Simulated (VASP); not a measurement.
Here is a VASP 6.6.1 calculation.

Contents of INCAR:

```
PREC = Accurate
ENCUT = 520
EDIFF = 1E-6
ISMEAR = -1
SIGMA = 0.02
LREAL = False
LASPH = True
NELM = 60
ALGO = Normal
ISIF = 2
LWAVE = False
LCHARG = True
GGA = PE
LELF = True
LVHAR = True
NBANDS = 43
```

Contents of KPOINTS:

```
regular mesh
0
Gamma
  6 6 4
```

Contents of POSCAR:

```
Si2Mo
1.0
    4.5840216862      0.0000000000      0.0000000000
   -2.2920108431      3.9698792317      0.0000000000
    0.0000000000      0.0000000000      6.5770742336
Si Mo
6 3
Direct
    0.1638644045      0.8361355955      0.8333333333
    0.3277288090      0.1638644045      0.1666666667
    0.8361355955      0.6722711910      0.5000000000
    0.8361355955      0.1638644045      0.8333333333
    0.6722711910      0.8361355955      0.1666666667
    0.1638644045      0.3277288090      0.5000000000
    0.5000000000      0.0000000000      0.5000000000
    0.0000000000      0.5000000000      0.1666666667
    0.5000000000      0.5000000000      0.8333333333
```

Potentials or basis: VASP PAW PBE potentials, release 64 (Si, Mo_sv).

Launch:

```sh
$ cat potpaw_PBE.64/Si/POTCAR potpaw_PBE.64/Mo_sv/POTCAR > POTCAR
$ mpirun -np 1 vasp_std > vasp.out
```

(1) What does it give for the pressure?

(2) What does it give for the band gap on the k mesh?

(3) Predict the largest force.

## Answers

(1) 3.9 GPa.

(2) 0.05 eV (least direct gap 0.54 eV).

(3) 0.006 eV/Å.

Caveat: the cell stands under pressure.
